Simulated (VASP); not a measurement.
Here is a VASP 6.6.1 calculation.

File INCAR:

```
SYSTEM = MgI2
ALGO = Normal ; EDIFF = 1E-7
ENCUT = 520 ; GGA = PE
ISIF = 2 ; ISMEAR = 0
LASPH = .TRUE. ; LCHARG = .TRUE.
LELF = .TRUE. ; LREAL = .FALSE.
LVHAR = .TRUE. ; LWAVE = .FALSE.
NBANDS = 15 ; NELM = 80
PREC = Accurate ; SIGMA = 0.05
```

Contents of KPOINTS:

```
k-points
0
G
  6 6 4
  0 0 0
```

Contents of POSCAR:

```
MgI2
1.0
    4.0866932408      0.0000000000      0.0000000000
   -2.0433466204      3.5391801640      0.0000000000
    0.0000000000      0.0000000000      7.0888683846
Mg I
1 2
Direct
    0.0000000000      0.0000000000      0.0000000000
    0.3333333333      0.6666666667      0.7576300000
    0.6666666667      0.3333333333      0.2423700000
```

Potentials or basis: VASP PAW PBE potentials, release 64 (Mg, I).

Launch:

```bash
$ cat potpaw_PBE.64/Mg/POTCAR potpaw_PBE.64/I/POTCAR > POTCAR
$ mpirun -np 1 vasp_std > vasp.out
```

(1) What does it give for the band gap on the k mesh?

(2) Estimate the largest force.

(3) Estimate the pressure.

## Answers

(1) 3.47 eV, indirect (least direct gap 3.72 eV).

(2) 0.104 eV/Å.

(3) 1.3 GPa.

Caveat: spin-orbit coupling is left out, which moves the levels of the heavy elements; this functional lacks dispersion, which binds the layers, so the pressure and a relaxed spacing across them are unreliable.
